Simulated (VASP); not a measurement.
Input of a VASP 6.6.1 run:

Contents of INCAR:

```
  PREC = Accurate
  ENCUT = 600
  EDIFF = 1E-7
  ISMEAR = 0
  SIGMA = 0.15
  LREAL = F
  LASPH = T
  NELM = 60
  ALGO = Normal
  ISIF = 3
  LWAVE = F
  LCHARG = F
  GGA = PE
  IBRION = 2
  NSW = 36
  EDIFFG = -0.08
```

File KPOINTS:

```
Automatic mesh
0
Gamma
  4 3 2
```

File POSCAR:

```
Al3Si2F
1.0
    3.4619182700      0.0000000000      0.0000000000
    0.0000000000      4.0559342000      0.0000000000
    0.0000000000      0.0000000000      7.0492964300
Al Si F
3 2 1
Direct
    0.5000000000      0.0000000000      0.8328490300
    0.5000000000      0.0000000000      0.1679250000
    0.5000000000      0.5000000000      0.6643630300
    0.0000000000      0.5000000000      0.0021030000
    0.0000000000      0.0000000000      0.4979700100
    0.5000000000      0.5000000000      0.3347899900
```

Potentials or basis: VASP PAW PBE potentials, release 64 (Al, Si, F).

The run is started by

```sh
$ cat potpaw_PBE.64/Al/POTCAR potpaw_PBE.64/Si/POTCAR potpaw_PBE.64/F/POTCAR > POTCAR
$ mpirun -np 1 vasp_std > vasp.out
```

Task: Estimate the space group after relaxing (to 0.05 Å).

Result: Pmm2 (No. 25).

Task: Estimate the relaxed volume.

Result: 15.73 Å³/atom.

Forces on the atoms (eV/Å):
```
Al   0.000  0.000  0.000
Al   0.000  0.000  0.079
Al   0.000  0.000  0.001
Si   0.000  0.000 -0.067
Si   0.000  0.000 -0.033
F    0.000  0.000  0.019
```

Caveat: the k points lie up to 0.51 Å⁻¹ apart in the final cell; the relaxation stopped at a loose force limit of 0.08 eV/Å, so its end isn't a converged minimum.
